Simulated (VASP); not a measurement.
# Au (P6_3/mmc) in VASP: further runs

Au is run at these levels: PBE; tasks: vibrations by perturbation theory.

All numbers are computed with VASP 6.6.1; they aren't measurements. Logs are shortened: lines on timing, memory, paths and dates and some standing lists are left out, and cuts for length are marked.

## (1) The cell of the first run

It takes space group P6_3/mmc (No. 194, hexagonal). Conventional cell: a = 2.898 Å, b = 2.898 Å, c = 4.852 Å, α = 90.00°, β = 90.00°, γ = 120.00°. Au (site symmetry -6m2) has 12 Au at 2.90 to 2.95 Å within 3.8 Å.

## (2) Vibrations by perturbation theory, PBE (phonons at volume x 0.98)

Contents of INCAR:

```
SYSTEM = Au
PREC     = Accurate       ! precision mode
ENCUT    = 520            ! plane-wave cutoff, eV
EDIFF    = 1E-8           ! SCF threshold, eV
ISMEAR   = -1             ! smearing method
SIGMA    = 0.15           ! smearing width, eV
LREAL    = .FALSE.        ! projectors in reciprocal space
LASPH    = .TRUE.         ! aspherical terms in the spheres
NELM     = 60             ! most SCF steps
ALGO     = Fast           ! electronic algorithm
ISIF     = 2              ! what is computed and relaxed
LWAVE    = .FALSE.        ! write WAVECAR
LCHARG   = .FALSE.        ! write CHGCAR
GGA      = PE             ! functional
NBANDS   = 18             ! bands
IBRION   = 8              ! ionic algorithm
NSW      = 1              ! ionic steps
```

Contents of KPOINTS:

```
regular mesh
0
G
  18 18 10
  0 0 0
```

Contents of POSCAR:

```
Au
1.0
    2.8981883976      0.0000000000      0.0000000000
   -1.4490941988      2.5099047772      0.0000000000
    0.0000000000      0.0000000000      4.8522342681
Au
2
Direct
    0.3333333333      0.6666666667      0.7500000000
    0.6666666667      0.3333333333      0.2500000000
```

Potentials or basis: VASP PAW PBE potentials, release 64 (Au).

Command:

```bash
$ cat potpaw_PBE.64/Au/POTCAR > POTCAR
$ mpirun -np 1 vasp_std > vasp.out
```

OUTCAR:

```text
SYSTEM = Au
   PREC = Accurate
   ENCUT = 520
   EDIFF = 1E-8
   ISMEAR = -1
   LREAL = .FALSE.
   LASPH = .TRUE.
   NELM = 60
   ISIF = 2
   GGA = PE
   IBRION = 8
   NSW = 1

 ion  position               nearest neighbor table
   1  0.333  0.667  0.750-   2 2.95   2 2.95   2 2.95   2 2.95   2 2.95   2 2.95
   2  0.667  0.333  0.250-   1 2.95   1 2.95   1 2.95   1 2.95   1 2.95   1 2.95

  LATTYP: Found a hexagonal cell.
 ALAT       =     2.8981883976
 C/A-ratio  =     1.6742301060

  Lattice vectors:

 A1 = (   2.8981883976,   0.0000000000,   0.0000000000)
 A2 = (  -1.4490941988,   2.5099047772,   0.0000000000)
 A3 = (   0.0000000000,   0.0000000000,   4.8522342681)

Analysis of symmetry for initial positions (statically):
=====================================================================
 Subroutine PRICEL returns:
 Original cell was already a primitive cell.

 Routine SETGRP: Setting up the symmetry group for a
 hexagonal supercell.

 Subroutine GETGRP returns: Found 24 space group operations
 (whereof 12 operations were pure point group operations)
 out of a pool of 24 trial point group operations.

The static configuration has the point symmetry D_3d.
 The point group associated with its full space group is D_6h.

Analysis of symmetry for dynamics (positions and initial velocities):
=====================================================================
 Subroutine PRICEL returns:
 Original cell was already a primitive cell.

 Routine SETGRP: Setting up the symmetry group for a
 hexagonal supercell.

 Subroutine GETGRP returns: Found 24 space group operations
 (whereof 12 operations were pure point group operations)
 out of a pool of 24 trial point group operations.

The dynamic configuration has the point symmetry D_3d.
 The point group associated with its full space group is D_6h.

 Subroutine INISYM returns: Found 24 space group operations
 (whereof 12 operations are pure point group operations),
 and found     1 'primitive' translations

----------------------------------------------------------------------------------------

                                     Primitive cell

  volume of cell :      35.2960

  direct lattice vectors                    reciprocal lattice vectors
     2.898188398  0.000000000  0.000000000     0.345043131  0.199210745  0.000000000
    -1.449094199  2.509904777  0.000000000     0.000000000  0.398421490  0.000000000
     0.000000000  0.000000000  4.852234268     0.000000000  0.000000000  0.206090626

  length of vectors
     2.898188398  2.898188398  4.852234268     0.398421490  0.398421490  0.206090626

  position of ions in fractional coordinates (direct lattice)
     0.333333333  0.666666667  0.750000000
     0.666666667  0.333333333  0.250000000

  ion indices of the primitive-cell ions
   primitive index   ion index
                 1           1
                 2           2

----------------------------------------------------------------------------------------

 KPOINTS: regular mesh

Automatic generation of k-mesh.
 Grid dimensions read from file:
 generate k-points for:   18   18   10

 Generating k-lattice:

  Cartesian coordinates                     Fractional coordinates (reciprocal lattice)
     0.019169063  0.011067264  0.000000000     0.055555556  0.000000000  0.000000000
     0.000000000  0.022134527  0.000000000     0.000000000  0.055555556  0.000000000
[... 85 lines left out ...]
   AEXX    =    0.0000 exact exchange contribution
   IVDW    =     0    specifies the selected vdW correction
   LEPSILON=     F    determine dielectric tensor
   LRPA    =     F    only Hartree local field effects (RPA)
 non-spin polarized calculation
 RMM-DIIS sequential band-by-band and
  energy-cutoff  :      520.00
  volume of cell :       35.30
 maximum number of plane-waves:       978
 NGX is ok and might be reduce to    24
   NGX = 11   NGY = 11   NGZ = 19

--------------------------------------- Ionic step        1  -------------------------------------------

 number of electron      22.0000003 magnetization

 Free energy of the ion-electron system (eV)
  ---------------------------------------------------
  ext. energy  EPLUGINS =         0.00000000
  ---------------------------------------------------
  free energy    TOTEN  =        -6.44472172 eV

  energy without entropy =       -6.39738730  energy(sigma->0) =       -6.42105451

 E-fermi :   8.8797     XC(G=0): -12.5078

 val. band max:        8.8676747061   @ k =   0.1667   0.1667   0.3000
 cond. band min:       8.8923155653   @ k =   0.2222   0.1111   0.3000
 fundamental gap:      0.0246408592
 Fermi energy:         8.8796811736

 k-point     1 :       0.0000    0.0000    0.0000
  band No.  band energies     occupation
      1      -0.5908      2.00000
      2       1.8228      2.00000
      3       4.2392      2.00000
      4       4.4902      2.00000
      5       4.4902      2.00000
      6       4.7863      2.00000
[... 481 lines left out ...]
      5       4.7014      2.00000
      6       4.8131      2.00000
[... 10 lines left out ...]
     17      20.8637      0.00000
     18      23.4511      0.00000

 [... further k-points ...]

------------------------ aborting loop because EDIFF is reached ----------------------------------------

  FORCE on cell =-STRESS in cart. coord.  units (eV):
  Direction    XX          YY          ZZ          XY          YZ          ZX
  --------------------------------------------------------------------------------------
  -------------------------------------------------------------------------------------
  Total        0.5926204      0.5926204      0.5891896      0.0000000      0.0000000      0.0000000
  in kB       26.9005728     26.9005728     26.7448414      0.0000000      0.0000000      0.0000000
  external PRESSURE =      26.8486623 kB  Pullay stress =       0.0000000 kB

 VOLUME and BASIS-vectors are now :
 -----------------------------------------------------------------------------
  energy-cutoff  :      520.00
  volume of cell :       35.30
      direct lattice vectors                 reciprocal lattice vectors
     2.898188398  0.000000000  0.000000000     0.345043131  0.199210745  0.000000000
    -1.449094199  2.509904777  0.000000000     0.000000000  0.398421490  0.000000000
     0.000000000  0.000000000  4.852234268     0.000000000  0.000000000  0.206090626

 POSITION                                       TOTAL-FORCE (eV/Angst)
 -----------------------------------------------------------------------------------
     -0.00000      1.67327      3.63918        -0.000000      0.000000      0.000000
      1.44909      0.83663      1.21306         0.000000     -0.000000      0.000000
 -----------------------------------------------------------------------------------
    total drift:                               -0.000000      0.000000     -0.000000

  FREE ENERGIE OF THE ION-ELECTRON SYSTEM (eV)
  ---------------------------------------------------
  free  energy   TOTEN  =        -6.4447217240 eV

  energy  without entropy=       -6.3973873016  energy(sigma->0) =       -6.42105451

[... ionic steps 2 to 3 ...]

--------------------------------------- Ionic step        4  -------------------------------------------

------------------------ aborting loop because EDIFF is reached ----------------------------------------

[... ionic steps 5 to 5 ...]

--------------------------------------- Ionic step        6  -------------------------------------------

 Free energy of the ion-electron system (eV)
  ---------------------------------------------------
  ---------------------------------------------------
  free energy    TOTEN  =        -0.31379026 eV

  energy without entropy =       -0.31379026

------------------------ aborting loop because EDIFF is reached ----------------------------------------

 INTERNAL STRAIN TENSOR  FOR ION    1  DIRECTION 3   (eV/Angst):
 -----------------------------------------------------------------------------
     0.00986  0.00000 -0.00000
     0.00000  0.00986 -0.00000
     0.00000  0.00000 -0.01123

 INTERNAL STRAIN TENSOR FOR ION    2 for displacements in x,y,z  (eV/Angst):
          X           Y           Z          XY          YZ          ZX
  --------------------------------------------------------------------------------
  x     0.00000     0.00000     0.00000     0.48576     0.00000     0.00000
  y     0.48576    -0.48576     0.00000    -0.00000     0.00000     0.00000
  z    -0.00000    -0.00000     0.00000     0.00000    -0.00000     0.00000

 SECOND DERIVATIVES (NOT SYMMETRIZED)
 ------------------------------------
               1X          1Y          1Z          2X          2Y          2Z
  1X    -0.529513    0.000000    0.000000    0.529513    0.000000    0.000000
  1Y     0.000000   -0.529513    0.000000    0.000000    0.529513    0.000000
  1Z     0.000000    0.000000   -6.991550    0.000000    0.000000    6.991550
  2X     0.529513    0.000000    0.000000   -0.529513    0.000000    0.000000
  2Y     0.000000    0.529513    0.000000    0.000000   -0.529513    0.000000
  2Z     0.000000    0.000000    6.991550    0.000000    0.000000   -6.991550

 Eigenvectors and eigenvalues of the dynamical matrix
 ----------------------------------------------------

   1 f  =    4.165401 THz    26.171987 2PiTHz  138.942823 cm-1    17.226707 meV
             X         Y         Z           dx          dy          dz
     -0.000000  1.673270  3.639176     0.000000    0.000000   -0.707107
      1.449094  0.836635  1.213059     0.000000    0.000000    0.707107
[... 16 lines left out ...]
   5 f  =    0.000000 THz     0.000000 2PiTHz    0.000000 cm-1     0.000000 meV
             X         Y         Z           dx          dy          dz
     -0.000000  1.673270  3.639176     0.000000    0.000000    0.707107
      1.449094  0.836635  1.213059     0.000000    0.000000    0.707107

   6 f/i=    0.000000 THz     0.000000 2PiTHz    0.000000 cm-1     0.000000 meV
             X         Y         Z           dx          dy          dz
     -0.000000  1.673270  3.639176     0.000000   -0.707107    0.000000
      1.449094  0.836635  1.213059     0.000000   -0.707107    0.000000

--------------------------------------------------------------------------------------------------------

 ELASTIC MODULI CONTR FROM IONIC RELAXATION (kBar)
 Direction    XX          YY          ZZ          XY          YZ          ZX
 --------------------------------------------------------------------------------
 XX         -20.2278     20.2278      0.0000      0.0000      0.0000      0.0000
 YY          20.2278    -20.2278      0.0000     -0.0000     -0.0000      0.0000
 ZZ           0.0000      0.0000      0.0000      0.0000      0.0000      0.0000
 XY           0.0000     -0.0000      0.0000    -20.2278     -0.0000      0.0000
 YZ           0.0000     -0.0000      0.0000     -0.0000     -0.0000      0.0000
 ZX           0.0000      0.0000      0.0000      0.0000      0.0000      0.0000
 --------------------------------------------------------------------------------
```

Wall time 13 min (1 thread of Intel Xeon Platinum 8375C at 2.90GHz (Ice Lake), shared host); peak memory 1.1 GiB.

Results:

```
Highest phonon frequency at Γ : 139 cm⁻¹
```

Phonon frequencies in cm⁻¹ (negative: imaginary):
```csv
q point,frequencies
"(0.000, 0.000, 0.000)",0 0 0 38 38 139
```

Caveat: the cell differs from its parent crystal (phonons at volume x 0.98); the cell wasn't relaxed at this level first, which shifts response properties; spin-orbit coupling is left out, which moves the levels of the heavy elements.

## (3) Vibrations by perturbation theory, PBE

This run uses another cell than the first one, of 18.01 Å³/atom, 1.020 times its volume.

Contents of INCAR:

```
ALGO = Normal
EDIFF = 1E-8
ENCUT = 520
GGA = PE
IBRION = 8
ISIF = 2
ISMEAR = -1
LASPH = T
LCHARG = F
LREAL = F
LWAVE = F
NBANDS = 18
NELM = 100
NSW = 1
PREC = Accurate
SIGMA = 0.15
```

Contents of KPOINTS:

```
k-points
0
Gamma
  18 18 10
```

Contents of POSCAR:

```
Au
1.0
    2.9158697421      0.0000000000      0.0000000000
   -1.4579348710      2.5252172708      0.0000000000
    0.0000000000      0.0000000000      4.8913943034
Au
2
Direct
    0.3333333333      0.6666666667      0.7500000000
    0.6666666667      0.3333333333      0.2500000000
```

Potentials or basis: VASP PAW PBE potentials, release 64 (Au).

Command:

```bash
$ cat potpaw_PBE.64/Au/POTCAR > POTCAR
$ mpirun -np 1 vasp_std > vasp.out
```

OUTCAR:

```text
EDIFF = 1E-8
   ENCUT = 520
   GGA = PE
   IBRION = 8
   ISIF = 2
   ISMEAR = -1
   LASPH = T
   LREAL = F
   NELM = 100
   NSW = 1
   PREC = Accurate

 ion  position               nearest neighbor table
   1  0.333  0.667  0.750-   2 2.97   2 2.97   2 2.97   2 2.97   2 2.97   2 2.97
   2  0.667  0.333  0.250-   1 2.97   1 2.97   1 2.97   1 2.97   1 2.97   1 2.97

  LATTYP: Found a hexagonal cell.
 ALAT       =     2.9158697421
 C/A-ratio  =     1.6775078231

  Lattice vectors:

 A1 = (   2.9158697421,   0.0000000000,   0.0000000000)
[... 769 lines left out ...]
 ----------------------------------------------------

   1 f  =    3.899469 THz    24.501084 2PiTHz  130.072273 cm-1    16.126899 meV
             X         Y         Z           dx          dy          dz
     -0.000000  1.683478  3.668546     0.000000    0.000000    0.707107
      1.457935  0.841739  1.222849     0.000000    0.000000   -0.707107
[... 11 lines left out ...]
   4 f  =    0.000000 THz     0.000000 2PiTHz    0.000000 cm-1     0.000000 meV
             X         Y         Z           dx          dy          dz
     -0.000000  1.683478  3.668546     0.701593   -0.085940   -0.019516
      1.457935  0.841739  1.222849     0.701593   -0.085940   -0.019516

   5 f/i=    0.000000 THz     0.000000 2PiTHz    0.000000 cm-1     0.000000 meV
             X         Y         Z           dx          dy          dz
     -0.000000  1.683478  3.668546     0.088086    0.678981    0.176708
      1.457935  0.841739  1.222849     0.088086    0.678981    0.176708

   6 f/i=    0.000000 THz     0.000000 2PiTHz    0.000002 cm-1     0.000000 meV
             X         Y         Z           dx          dy          dz
     -0.000000  1.683478  3.668546     0.002737    0.177762   -0.684393
      1.457935  0.841739  1.222849     0.002737    0.177762   -0.684393

--------------------------------------------------------------------------------------------------------

 ELASTIC MODULI CONTR FROM IONIC RELAXATION (kBar)
 Direction    XX          YY          ZZ          XY          YZ          ZX
 --------------------------------------------------------------------------------
 XX         -11.0947     11.0947     -0.0000     -0.0000      0.0000     -0.0000
 YY          11.0947    -11.0947     -0.0000     -0.0000      0.0000      0.0000
 ZZ          -0.0000     -0.0000     -0.0000     -0.0000      0.0000      0.0000
 XY          -0.0000     -0.0000     -0.0000    -11.0947      0.0000     -0.0000
 YZ           0.0000      0.0000      0.0000      0.0000      0.0000      0.0000
 ZX          -0.0000      0.0000      0.0000     -0.0000      0.0000     -0.0000
 --------------------------------------------------------------------------------
```

OSZICAR:

```text
N       E                     dE             d eps       ncg     rms          rms(c)
DAV:   1     0.122914724804E+03    0.12291E+03   -0.11639E+04  7992   0.118E+03
DAV:   2    -0.484600277275E+01   -0.12776E+03   -0.12190E+03  8486   0.259E+02
DAV:   3    -0.696995231420E+01   -0.21239E+01   -0.21122E+01  9314   0.335E+01
DAV:   4    -0.697922573668E+01   -0.92734E-02   -0.92724E-02  8862   0.234E+00
[... 41 lines left out ...]
RMM:  10    -0.313788436260E+00   -0.61059E-06   -0.15122E-07 21063   0.781E-05    0.208E-05
RMM:  11    -0.313788648453E+00   -0.21219E-06   -0.49500E-07 21041   0.502E-05    0.281E-06
RMM:  12    -0.313788630647E+00    0.17806E-07   -0.27564E-07 20956   0.225E-05    0.645E-07
RMM:  13    -0.313788625056E+00    0.55917E-08   -0.50800E-08 18144   0.151E-05    0.244E-07
 Linear response finished
```

It took 22 min on 1 thread of Intel Xeon 8259CL, shared host; peak memory 1.2 GiB.

Results:

```
Highest phonon frequency at Γ : 130 cm⁻¹
```

Phonon frequencies in cm⁻¹ (negative: imaginary):
| q point | frequencies |
| --- | --- |
| (0.000, 0.000, 0.000) | 0 0 0 35 35 130 |

Caveat: spin-orbit coupling is left out, which moves the levels of the heavy elements.

(Continued in part 2 of 2.)
